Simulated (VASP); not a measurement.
C, 4 atoms in the cell. The structure is hexagonal, space group P6_3/mmc (No. 194). The conventional cell has a = 2.503 Å, b = 2.503 Å, c = 4.169 Å, α = 90.00°, β = 90.00°, γ = 120.00°. C (site symmetry 3m) has 4 C at 1.54 to 1.56 Å within 2.0 Å. 

| Property | Result |
| --- | --- |
| Program | VASP 6.6.1 |
| Task | single point |
| Functional | LDA |
| Potentials or basis | VASP PAW LDA potentials, release 64 (C) |
| Cutoff | 520 eV |
| k mesh | 6 × 6 × 4 |
| Occupations | gaussian, width 0.01 eV |
| Spin | no spin polarisation |
| Dipole correction | no |
| Further INCAR settings | ALGO = Normal; EDIFF = 1e-07; NBANDS = 16 |

Potentials or basis: VASP PAW LDA potentials, release 64 (C).

Launch:

```sh
$ cat potpaw_LDA.64/C/POTCAR > POTCAR
$ mpirun -np 1 vasp_std > vasp.out
```

Hardware: 1 thread of Intel Xeon 8259CL (shared host).

Question: How long does it take, and how much memory?

Answer: Run time: 10 s on 1 thread of Intel Xeon 8259CL (shared host), peak memory 0.12 GiB. Counts: scf iterations 12, k points 21.
